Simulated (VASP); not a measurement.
A run of VASP 6.6.1 is set up as follows.

Contents of INCAR:

```
  PREC = Accurate
  ENCUT = 520
  EDIFF = 1E-6
  ISMEAR = 0
  SIGMA = 0.1
  LREAL = False
  LASPH = True
  NELM = 100
  ALGO = Fast
  ISIF = 2
  LWAVE = False
  LCHARG = True
  GGA = PS
  LELF = True
  LVHAR = True
  NBANDS = 49
  LUSENCCL = False
```

Contents of KPOINTS:

```
Automatic mesh
0
Gamma
  12 12 12
```

Contents of POSCAR:

```
Ti3Al
1.0
    5.6871295772      0.0000000000      0.0000000000
   -2.8435647886      4.9251986885      0.0000000000
    0.0000000000      0.0000000000      4.6071798847
Ti Al
6 2
Direct
    0.8303365645      0.6606731289      0.2500000000
    0.1696634355      0.8303365645      0.7500000000
    0.3393268711      0.1696634355      0.2500000000
    0.1696634355      0.3393268711      0.7500000000
    0.8303365645      0.1696634355      0.2500000000
    0.6606731289      0.8303365645      0.7500000000
    0.3333333333      0.6666666667      0.2500000000
    0.6666666667      0.3333333333      0.7500000000
```

Potentials or basis: VASP PAW PBE potentials, release 64 (Ti_sv, Al).

Launch:

```sh
$ cat potpaw_PBE.64/Ti_sv/POTCAR potpaw_PBE.64/Al/POTCAR > POTCAR
$ mpirun -np 1 vasp_std > vasp.out
```

Problem. What does it give for the band gap on the k mesh?

Solution. Zero (bands 39 and 40 overlap by 0.20 eV).

Problem. Predict the pressure.

Solution. -0.1 GPa.

Problem. Predict the largest force.

Solution. 0.010 eV/Å.

Forces on the atoms (eV/Å):
```
Ti   0.000  0.010  0.000
Ti  -0.009  0.005  0.000
Ti  -0.009 -0.005  0.000
Ti   0.000 -0.010  0.000
Ti   0.009 -0.005  0.000
Ti   0.009  0.005  0.000
Al   0.000  0.000  0.000
Al   0.000  0.000  0.000
```

Caveat: the PAW data sets were made with another functional, which shifts forces and pressure a little.
